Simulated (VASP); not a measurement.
# Cu: relaxation of cell and atoms with PBEsol

Crystal: Cu.

```
Cu
1.0
     0.00000    1.78139    1.78139
     1.78139    0.00000    1.78139
     1.78139    1.78139    0.00000
Cu
1
Direct
  0.00000 0.00000 0.00000
```

```yaml
Program: VASP 6.6.1
Task: relaxation of cell and atoms
Functional: PBEsol
Potentials_or_basis: VASP PAW PBE potentials, release 64 (Cu)
Cutoff: 600 eV
k_mesh: 20 × 20 × 20
Occupations: fermi-dirac, width 0.08 eV
Spin: no spin polarisation
Dipole_correction: no
Further_INCAR_settings: ALGO = Normal; EDIFF = 1e-06; IBRION = 2; EDIFFG = -0.005; NSW = 60; ISIF = 3
```

The relaxed volume is 11.36 Å³/atom, the relaxed cell is a = 2.524 Å, b = 2.524 Å, c = 2.524 Å, α = 60.00°, β = 60.00°, γ = 60.00° and the space group after relaxing (to 0.05 Å) is Fm-3m (No. 225). The energy gained by relaxing is 0.2 meV/atom, the ionic steps are 3 and the pressure after relaxing is 0.0 GPa.

Step by step:
```csv
step,energy change (eV),largest force (eV/Å),pressure (GPa),volume (Å³)
1,0.0000,0.0000,0.96,11.31
2,-0.0001,0.0000,-0.54,11.42
3,-0.0002,0.0000,0.02,11.36
```

Final structure:
```
CELL_PARAMETERS angstrom
0.00000 1.78441 1.78441
1.78441 0.00000 1.78441
1.78441 1.78441 0.00000
ATOMIC_POSITIONS crystal
Cu 0.00000 0.00000 0.00000
```

Levels at points of the mesh, in eV from the Fermi level:
| k point | band 4 | band 5 | band 6 | band 7 | band 8 | band 9 |
| --- | --- | --- | --- | --- | --- | --- |
| (0.00, 0.00, 0.00) | -3.13 | -2.25 | -2.25 | 22.91 | 25.83 | 25.83 |
| (0.50, 0.00, 0.00) | -1.64 | -1.64 | -1.14 | 3.95 | 21.38 | 22.64 |
| (0.50, 0.50, 0.00) | -1.49 | -1.49 | 1.45 | 7.39 | 13.35 | 13.35 |

It took 80 s on 1 thread of Intel Xeon 8259CL, with other jobs on the host, peak memory 0.16 GiB.

Caveat: the PAW data sets were made with another functional, which shifts forces and pressure a little.
